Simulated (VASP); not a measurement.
The system is Ti2NbB3.

```
CELL_PARAMETERS angstrom
3.15561 0.00000 0.00000
0.00000 3.15561 0.00000
0.00000 0.00000 6.67964
ATOMIC_POSITIONS crystal
Ti 0.00000 0.00000 0.50000
Ti 0.00000 0.00000 0.00000
Nb 0.50000 0.50000 0.00000
B 0.50000 0.50000 0.71146
B 0.50000 0.50000 0.28854
B 0.50000 0.50000 0.50000
```

The cell was built from a structure type or drawn by symmetry, and may not be a known phase.

```yaml
Program: VASP 6.6.1
Task: relaxation of cell and atoms
Functional: PBE
Potentials_or_basis: VASP PAW PBE potentials, release 64 (Ti_sv, Nb_sv, B)
Cutoff: 600 eV
k_mesh: 6 × 6 × 4
Occupations: gaussian, width 0.1 eV
Spin: no spin polarisation
```

At the start: pressure 53.7 GPa; volume 11.09 Å³/atom.

**Question.** Where does the relaxation end?

**Answer.** Over 11 steps the energy falls by 531.8 meV/atom and the volume is 14.86 Å³/atom (+34.0 %); space group P4/mmm (No. 123, to 0.1 Å) before and after.

The path:
| step | energy change (eV) | largest force (eV/Å) | pressure (GPa) | volume (Å³) |
| --- | --- | --- | --- | --- |
| 1 | 0.0000 | 1.0670 | 53.72 | 66.51 |
| 2 | -1.4909 | 1.9050 | -16.39 | 108.78 |
| 3 | -3.0153 | 2.0405 | 1.21 | 87.53 |
| 4 | -3.0154 | 2.0281 | 1.83 | 87.07 |
| 5 | -3.1748 | 0.5477 | -0.90 | 90.25 |
| 6 | -3.1896 | 0.0965 | -0.50 | 89.54 |
| 7 | -3.1896 | 0.0523 | -0.52 | 89.59 |
| 8 | -3.1909 | 0.0607 | 0.04 | 89.10 |
| 9 | -3.1909 | 0.0497 | 0.03 | 89.15 |
| 10 | -3.1909 | 0.0431 | -0.02 | 89.18 |
| 11 | -3.1910 | 0.0209 | -0.07 | 89.16 |

Final structure:
```
Ti Nb B
1.0
     3.43289    0.00000    0.00000
     0.00000    3.43289    0.00000
     0.00000    0.00000    7.56534
Ti Nb B
2 1 3
Direct
  0.00000 0.00000 0.50000
  0.00000 0.00000 0.00000
  0.50000 0.50000 0.00000
  0.50000 0.50000 0.70689
  0.50000 0.50000 0.29311
  0.50000 0.50000 0.50000
```

Caveat: the volume moved by over 15 % at a fixed basis, so the end points are rough.
